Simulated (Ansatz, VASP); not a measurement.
## Ru2Pb: VASP beside Ansatz

```
Ru Pb
1.0
     1.93928    1.11964    5.08291
    -1.93928    1.11964    5.08291
     0.00000   -2.23928    5.08291
Ru Pb
2 1
Cartesian
  0.0000 0.0000 12.3384
  0.0000 0.0000 2.9103
  0.0000 0.0000 0.0000
```

Alike in both runs: functional PBE; k mesh 6 × 6 × 6; occupations gaussian, width 0.1 eV; no spin polarisation.

Ansatz relaxed the structure, and its values are those at the end. VASP's run is a single point on that final structure, the one shown.

```csv
,VASP,Ansatz
version,VASP 6.6.1,Ansatz 0.2.0
potentials or method,"VASP PAW PBE potentials, release 64 (Ru_pv, Pb_d), cutoff 520 eV","scalar-relativistic, plane waves, PAW"
valence electrons in the cell,42,46
```

VASP gave:

* gap on the k mesh at the Fermi level (eV): none
* pressure (GPa): 0.3
* rms of the force components (eV/Å): 0.014

Q: Which values does Ansatz return?

A: gap on the k mesh at the Fermi level (eV): none; pressure (GPa): 0.2; rms of the force components (eV/Å): 0.005.

A gap of «none» marks a metal or a gap that the smearing closes. VASP's potentials hold 42 valence electrons a cell and Ansatz's 46, so a difference there can come from the potentials and not from the codes.

Neither program's run includes spin-orbit coupling.
